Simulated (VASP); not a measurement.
# ZnS (Cm) in VASP: a series of runs

The runs below take ZnS through single point, with PBE.

All numbers are computed with VASP 6.6.1; they aren't measurements. Logs are shortened: lines on timing, memory, paths and dates and some standing lists are left out, and cuts for length are marked.

### 1 The cell of the first run

It takes space group Cm (No. 8, monoclinic). The conventional cell has a = 6.625 Å, b = 3.825 Å, c = 9.514 Å, α = 90.00°, β = 100.02°, γ = 90.00°. Within 3.2 Å of Zn (site symmetry m) lie 4 S at 2.34 to 2.87 Å and 1 Zn at 3.17 Å. Zn (site symmetry m) has 4 S at 2.34 Å and 1 Zn at 3.17 Å within 3.2 Å. Zn (site symmetry m) has 4 S at 2.34 Å within 3.1 Å. Within 3.2 Å of S (site symmetry m) lie 4 Zn at 2.34 to 2.87 Å and 1 S at 3.17 Å. Within 3.1 Å of S (site symmetry m) lie 4 Zn at 2.34 Å. Within 3.2 Å of S (site symmetry m) lie 4 Zn at 2.34 Å and 1 S at 3.17 Å.

### 2 Single point, PBE

INCAR reads:

```
PREC = Accurate ; ENCUT = 520
EDIFF = 1E-6 ; ISMEAR = 0
SIGMA = 0.05 ; LREAL = False
LASPH = True ; NELM = 100
ALGO = Normal ; ISIF = 2
LWAVE = False ; LCHARG = False
GGA = PE ; NBANDS = 36
```

KPOINTS reads:

```
regular mesh
0
Gamma
  8 8 3
```

POSCAR reads:

```
ZnS
1.0
    2.7046500000     -2.7046500000      0.0000000000
    2.7046500000      0.0000000000     -2.7046500000
    6.7616250000      4.7331375000      4.7331375000
Zn S
3 3
Direct
    0.6354083333      0.6354083333      0.1250333333
   -0.1979250000     -0.1979250000      0.7917000000
    0.2187416667      0.2187416667      0.4583666667
    0.4479083333      0.4479083333      0.8750333333
    0.8645750000      0.8645750000      0.5417000000
    0.2812416667      0.2812416667      0.2083666667
```

Potentials or basis: VASP PAW PBE potentials, release 64 (Zn, S).

Launch:

```bash
$ cat potpaw_PBE.64/Zn/POTCAR potpaw_PBE.64/S/POTCAR > POTCAR
$ mpirun -np 1 vasp_std > vasp.out
```

OUTCAR:

```text
PREC = Accurate
   ENCUT = 520
   EDIFF = 1E-6
   ISMEAR = 0
   LREAL = False
   LASPH = True
   NELM = 100
   ISIF = 2
   GGA = PE

 ion  position               nearest neighbor table
   1  0.635  0.635  0.125-   6 2.34   6 2.34   6 2.34   4 2.87
   2  0.802  0.802  0.792-   4 2.34   4 2.34   5 2.34   4 2.34
   3  0.219  0.219  0.458-   5 2.34   5 2.34   6 2.34   5 2.34
   4  0.448  0.448  0.875-   2 2.34   2 2.34   2 2.34   1 2.87
   5  0.865  0.865  0.542-   3 2.34   3 2.34   2 2.34   3 2.34
   6  0.281  0.281  0.208-   1 2.34   3 2.34   1 2.34   1 2.34

  LATTYP: Found a base centered monoclinic cell.
 ALAT       =     6.6250124328
 B/A-ratio  =     0.5773502692
 C/A-ratio  =     1.4361406616
 COS(beta)  =    -0.1740776560

  Lattice vectors:

 A1 = (  -2.7046500000,   2.7046500000,   0.0000000000)
 A2 = (  -2.7046500000,   0.0000000000,   2.7046500000)
 A3 = (   6.7616250000,   4.7331375000,   4.7331375000)

Analysis of symmetry for initial positions (statically):
=====================================================================
 Subroutine PRICEL returns:
 Original cell was already a primitive cell.

 Routine SETGRP: Setting up the symmetry group for a
 base centered monoclinic supercell.

 Subroutine GETGRP returns: Found  2 space group operations
 (whereof  2 operations were pure point group operations)
 out of a pool of  4 trial point group operations.

The static configuration has the point symmetry C_1h.

Analysis of symmetry for dynamics (positions and initial velocities):
=====================================================================
 Subroutine PRICEL returns:
 Original cell was already a primitive cell.

 Routine SETGRP: Setting up the symmetry group for a
 base centered monoclinic supercell.

 Subroutine GETGRP returns: Found  2 space group operations
 (whereof  2 operations were pure point group operations)
 out of a pool of  4 trial point group operations.

The dynamic configuration has the point symmetry C_1h.

 Subroutine INISYM returns: Found  2 space group operations
 (whereof  2 operations are pure point group operations),
 and found     1 'primitive' translations

----------------------------------------------------------------------------------------

                                     Primitive cell

  volume of cell :     118.7092
[... 91 lines left out ...]
   ISPIN  =      1    spin polarized calculation?
   LNONCOLLINEAR =      F non collinear calculations
   LSORBIT =      F    spin-orbit coupling
   LASPH  =      T    aspherical Exc in radial PAW
   ENCUT  =  520.0 eV  38.22 Ry    6.18 a.u.   7.11  7.11 17.69*2*pi/ulx,y,z
   NELM   =    100;   NELMIN=  2; NELMDL= -5     # of ELM steps
   EDIFF  = 0.1E-05   stopping-criterion for ELM
   LREAL  =      F    real-space projection
   EDIFFG = 0.1E-04   stopping-criterion for IOM
   NSW    =      0    number of steps for IOM
   IBRION =     -1    ionic relax: 0-MD 1-quasi-New 2-CG
   NFREE  =      0    steps in history (QN), initial steepest desc. (CG)
   ISIF   =      2    stress and relaxation
   ISYM   =      2    0-nonsym 1-usesym 2-fastsym
   POTIM  = 0.5000    time-step for ionic-motion
   TEBEG  =    0.0;   TEEND  =   0.0 temperature during run
   PSTRESS=    0.0 pullay stress
   NELECT =      54.0000    total number of electrons
   NUPDOWN=      -1.0000    fix difference up-down
   EMIN   =  10.00;   EMAX   =-10.00  energy-range for DOS
   EFERMI =   0.00;   METHOD = LEGACY
   ISMEAR =     0;   SIGMA  =   0.05  broadening in eV -4-tet -1-fermi 0-gaus
   EFERMI_NEDOS =   21; number of points for ismear=-14 and -15
   IALGO  =     38    algorithm
   IMIX   =      4    mixing-type and parameters
     AMIX     =   0.40;   BMIX     =  1.00
     AMIX_MAG =   1.60;   BMIX_MAG =  1.00
  volume/ion in A,a.u.               =      19.78       133.51
  Fermi-wavevector in a.u.,A,eV,Ry     =   1.259055  2.379268 21.568210  1.585219
  Thomas-Fermi vector in A             =   2.392634
   LORBIT       =      0    0 simple, 1 ext, 2 COOP (PROOUT), +10 PAW based schemes
   GGA     = PE    functional components
   LHFCALC =     F    Hartree Fock is set to
   AEXX    =    0.0000 exact exchange contribution
   IVDW    =     0    specifies the selected vdW correction
   LEPSILON=     F    determine dielectric tensor
   LRPA    =     F    only Hartree local field effects (RPA)
 non-spin polarized calculation
 Gauss-broadening in eV      SIGMA  =   0.05
  energy-cutoff  :      520.00
  volume of cell :      118.71
 maximum number of plane-waves:      3225
   NGX = 15   NGY = 15   NGZ = 35

 number of electron      53.9999981 magnetization

 Free energy of the ion-electron system (eV)
  ---------------------------------------------------
  ext. energy  EPLUGINS =         0.00000000
  ---------------------------------------------------
  free energy    TOTEN  =       -19.69981782 eV

  energy without entropy =      -19.69981782  energy(sigma->0) =      -19.69981782

 E-fermi :   2.7209     XC(G=0):  -9.6557

 val. band max:        2.4659900108   @ k =   0.0000   0.0000   0.0000
 cond. band min:       3.5832756185   @ k =   0.0000   0.0000   0.0000
 fundamental gap:      1.1172856077
 Fermi energy:         2.7208965782

 k-point     1 :       0.0000    0.0000    0.0000
  band No.  band energies     occupation
      1     -11.1293      2.00000
      2     -10.4103      2.00000
      3      -9.9675      2.00000
      4      -4.6229      2.00000
      5      -4.6132      2.00000
      6      -4.4925      2.00000
[... 925 lines left out ...]
     35       9.6538      0.00000
     36       9.9089      0.00000

 [... further k-points ...]
[... 5 lines left out ...]
  --------------------------------------------------------------------------------------
  -------------------------------------------------------------------------------------
  Total       -1.2546744      1.8872964      1.8872964      0.4868537      1.7350208      0.4868534
  in kB      -16.9339066     25.4721870     25.4721870      6.5708962     23.4169756      6.5708920
  external PRESSURE =      11.3368224 kB  Pullay stress =       0.0000000 kB

 VOLUME and BASIS-vectors are now :
 -----------------------------------------------------------------------------
  energy-cutoff  :      520.00
  volume of cell :      118.71
      direct lattice vectors                 reciprocal lattice vectors
     2.704650000 -2.704650000  0.000000000     0.107838969 -0.261894638  0.107838969
     2.704650000  0.000000000 -2.704650000     0.107838969  0.107838969 -0.261894638
     6.761625000  4.733137500  4.733137500     0.061622268  0.061622268  0.061622268

 POSITION                                       TOTAL-FORCE (eV/Angst)
 -----------------------------------------------------------------------------------
      4.28254     -1.12676     -1.12676        -0.254788      0.084944      0.084944
      9.69184      1.57789      1.57789        -0.026352     -0.057688     -0.057688
      4.28254      1.57789      1.57789         0.090508      0.159323      0.159323
      8.33952      2.93022      2.93022         0.467391     -0.232446     -0.232446
      8.33952      0.22557      0.22557        -0.117448     -0.133025     -0.133025
      2.93022      0.22557      0.22557        -0.159311      0.178891      0.178891
 -----------------------------------------------------------------------------------
    total drift:                                0.000132      0.000238      0.000238

  FREE ENERGIE OF THE ION-ELECTRON SYSTEM (eV)
  ---------------------------------------------------
  free  energy   TOTEN  =       -19.6998178250 eV

  energy  without entropy=      -19.6998178250  energy(sigma->0) =      -19.69981782
```

OSZICAR:

```text
N       E                     dE             d eps       ncg     rms          rms(c)
DAV:   1     0.411783641340E+03    0.41178E+03   -0.25126E+04  4104   0.181E+03
DAV:   2     0.287821010811E+02   -0.38300E+03   -0.36802E+03  4144   0.400E+02
DAV:   3    -0.193656808630E+02   -0.48148E+02   -0.47534E+02  4620   0.136E+02
DAV:   4    -0.211706278672E+02   -0.18049E+01   -0.17980E+01  4972   0.263E+01
DAV:   5    -0.211983416947E+02   -0.27714E-01   -0.27700E-01  4936   0.328E+00    0.119E+01
DAV:   6    -0.197068241790E+02    0.14915E+01   -0.28688E+00  6044   0.417E+01    0.931E+00
DAV:   7    -0.197244701109E+02   -0.17646E-01   -0.27588E+00  4632   0.854E+00    0.378E+00
DAV:   8    -0.196990668646E+02    0.25403E-01   -0.24321E-01  5348   0.530E+00    0.109E+00
DAV:   9    -0.196987162526E+02    0.35061E-03   -0.46904E-02  5288   0.400E+00    0.302E-01
DAV:  10    -0.196994651182E+02   -0.74887E-03   -0.10198E-02  4872   0.136E+00    0.173E-01
DAV:  11    -0.196997132598E+02   -0.24814E-03   -0.10051E-03  5792   0.403E-01    0.733E-02
DAV:  12    -0.196998013594E+02   -0.88100E-04   -0.37684E-04  4960   0.246E-01    0.264E-02
DAV:  13    -0.196998115031E+02   -0.10144E-04   -0.83322E-05  4864   0.778E-02    0.229E-02
DAV:  14    -0.196998174192E+02   -0.59161E-05   -0.14748E-05  4828   0.732E-02    0.616E-03
DAV:  15    -0.196998178250E+02   -0.40577E-06   -0.38155E-06  4432   0.219E-02
   1 F= -.19699818E+02 E0= -.19699818E+02  d E =-.757495E-15
```

It took 6 min on 1 thread of Intel Xeon 8259CL, shared host; peak memory 0.35 GiB.

Results:

- Free energy: -19.6998 eV
- Pressure: 1.1 GPa
- Largest force: 0.571 eV/Å
- Band gap on the k mesh: 1.12 eV

Forces on the atoms (eV/Å):
```
Zn  -0.255  0.085  0.085
Zn  -0.026 -0.058 -0.058
Zn   0.091  0.159  0.159
S    0.467 -0.232 -0.232
S   -0.117 -0.133 -0.133
S   -0.159  0.179  0.179
```

Stress tensor (GPa, compression positive):
```
-1.69  0.66  0.66
 0.66  2.55  2.34
 0.66  2.34  2.55
```

### 3 Single point, PBE

This run uses another cell than the first one, of the same volume but with other edges.

INCAR reads:

```
PREC = Accurate
ENCUT = 520
EDIFF = 1E-6
ISMEAR = 0
SIGMA = 0.05
LREAL = False
LASPH = True
NELM = 100
ALGO = Normal
ISIF = 2
LWAVE = False
LCHARG = False
GGA = PE
NBANDS = 36
```

KPOINTS reads:

```
Automatic mesh
0
Gamma
  8 8 3
```

POSCAR reads:

```
ZnS
1.0
    2.7046500000     -2.7046500000      0.0000000000
    2.7046500000      0.0000000000     -2.7046500000
    7.6633553100      4.2822723450      4.2822723450
Zn S
3 3
Direct
    0.6145652767      0.6145652767      0.1250333333
   -0.3299013900     -0.3299013900      0.7917000000
    0.1423319433      0.1423319433      0.4583666667
    0.3020402767      0.3020402767      0.8750333333
    0.7742736100      0.7742736100      0.5417000000
    0.2465069433      0.2465069433      0.2083666667
```

Potentials or basis: VASP PAW PBE potentials, release 64 (Zn, S).

Launch:

```bash
$ cat potpaw_PBE.64/Zn/POTCAR potpaw_PBE.64/S/POTCAR > POTCAR
$ mpirun -np 1 vasp_std > vasp.out
```

It took 6.1 min on 1 thread of Intel Xeon 8259CL, shared host; peak memory 0.35 GiB.

The run converged. Its results:

* Free energy: -19.6430 eV
* Pressure: 1.1 GPa
* Largest force: 0.265 eV/Å
* Band gap on the k mesh: 1.07 eV

Forces in eV/Å, atoms in the order of the input:
```
Zn   0.049 -0.022 -0.022
Zn  -0.115 -0.010 -0.010
Zn   0.186  0.128  0.128
S   -0.234  0.088  0.088
S   -0.134 -0.143 -0.143
S    0.247 -0.041 -0.041
```

Stress tensor (GPa, compression positive):
```
3.26 1.51 1.51
1.51 0.04 0.95
1.51 0.95 0.04
```

Levels at points of the mesh, in eV from the valence-band top:
| k point | band 24 | band 25 | band 26 | band 27 | band 28 | band 29 | band 30 | band 31 |
| --- | --- | --- | --- | --- | --- | --- | --- | --- |
| (0.00, 0.00, 0.00) | -0.68 | -0.37 | -0.32 | 0.00 | 1.07 | 2.87 | 3.30 | 5.76 |
| (0.50, 0.00, 0.00) | -2.05 | -1.88 | -1.24 | -1.08 | 1.73 | 3.22 | 3.79 | 4.35 |
| (0.50, 0.50, 0.00) | -2.66 | -1.74 | -1.40 | -0.51 | 1.99 | 3.45 | 3.69 | 4.25 |
